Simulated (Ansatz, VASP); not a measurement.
**One calculation of Zr2O, two programs**

```
CELL_PARAMETERS angstrom
4.94430 0.00000 0.00000
0.00000 4.94430 0.00000
0.00000 0.00000 4.94430
ATOMIC_POSITIONS crystal
Zr 0.25000 0.25000 0.75000
Zr 0.75000 0.25000 0.25000
Zr 0.25000 0.75000 0.25000
Zr 0.75000 0.75000 0.75000
O 0.00000 0.00000 0.00000
O 0.50000 0.50000 0.50000
```

Change from the starting cell: strain +0.030 along x and y, +0.030 along z, atoms carried along.

Alike in both runs: task single point; functional PBEsol; k mesh 10 × 10 × 10; occupations gaussian, width 0.15 eV; no spin polarisation.

|  | VASP | Ansatz |
| --- | --- | --- |
| version | VASP 6.6.1 | Ansatz 0.2.0 |
| potentials or method | VASP PAW PBE potentials, release 64 (Zr_sv, O), cutoff 520 eV | scalar-relativistic, plane waves, PAW |
| valence electrons in the cell | 60 | 60 |

```csv
,VASP,Ansatz,Ansatz less VASP
gap on the k mesh at the Fermi level (eV),none,none,-
pressure (GPa),-10.3,-10.5,-0.16
```

VASP's potentials were made for PBE, not for PBEsol. A gap of «none» marks a metal or a gap that the smearing closes. The functional is the same, so the differences come from potentials, cutoffs and numerics.
